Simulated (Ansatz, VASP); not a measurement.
## TiC in VASP and in Ansatz

Contents of INCAR:

```
SYSTEM = TiC
  ALGO = Normal
  EDIFF = 1E-6
  ENCUT = 520
  GGA = PE
  ISIF = 2
  ISMEAR = 0
  LASPH = .TRUE.
  LCHARG = .FALSE.
  LREAL = .FALSE.
  LWAVE = .FALSE.
  NBANDS = 42
  NELM = 80
  PREC = Accurate
  SIGMA = 0.15
```

Contents of KPOINTS:

```
k-points
0
G
  14 14 14
  0 0 0
```

The input POSCAR:

```
TiC
1.0
    4.3329230482      0.0000000000      0.0000000000
    0.0000000000     -4.3329230482      0.0000000000
    0.0000000000      0.0000000000     -4.3329230482
Ti C
4 4
Direct
    0.0000000000      1.0000000000      1.0000000000
    0.5000000000      0.5000000000      1.0000000000
    0.5000000000      1.0000000000      0.5000000000
    0.0000000000      0.5000000000      0.5000000000
    0.5000000000      0.0000000000      0.0000000000
    0.0000000000      0.5000000000      0.0000000000
    0.0000000000      0.0000000000      0.5000000000
    0.5000000000      0.5000000000      0.5000000000
```

Input for Ansatz:

```yaml
crystal:
  lattice:
    - [4.3329230482, 0.0, 0.0]
    - [0.0, -4.3329230482, 0.0]
    - [0.0, 0.0, -4.3329230482]
  atoms:
    - { symbol: Ti, position: [0.0, 1.0, 1.0] }
    - { symbol: Ti, position: [0.5, 0.5, 1.0] }
    - { symbol: Ti, position: [0.5, 1.0, 0.5] }
    - { symbol: Ti, position: [0.0, 0.5, 0.5] }
    - { symbol: C, position: [0.5, 0.0, 0.0] }
    - { symbol: C, position: [0.0, 0.5, 0.0] }
    - { symbol: C, position: [0.0, 0.0, 0.5] }
    - { symbol: C, position: [0.5, 0.5, 0.5] }
basis:
  ecutwfc: 420
kpoints:
  mp_grid: { grid: [14, 14, 14] }
hamiltonian:
  xc: pbe
scf:
  occupations: { method: gaussian, width: 0.15 }
output:
  forces: true
  stress: true
  eigenvalues: true
```

Alike in both runs: task single point; functional PBE; k mesh 14 × 14 × 14; occupations gaussian, width 0.15 eV; no spin polarisation.

```csv
,VASP,Ansatz
version,VASP 6.6.1,Ansatz 0.2.0
potentials or method,"VASP PAW PBE potentials, release 64 (Ti_sv, C), cutoff 520 eV","scalar-relativistic, plane waves, PAW"
valence electrons in the cell,64,64
```

Ansatz gave:

- gap on the k mesh at the Fermi level (eV): none
- pressure (GPa): 0.0

Problem. What did VASP give for the same quantities?

Solution. gap on the k mesh at the Fermi level (eV): none; pressure (GPa): 0.3.

A gap of «none» marks a metal or a gap that the smearing closes. The functional is the same, so the differences come from potentials, cutoffs and numerics.
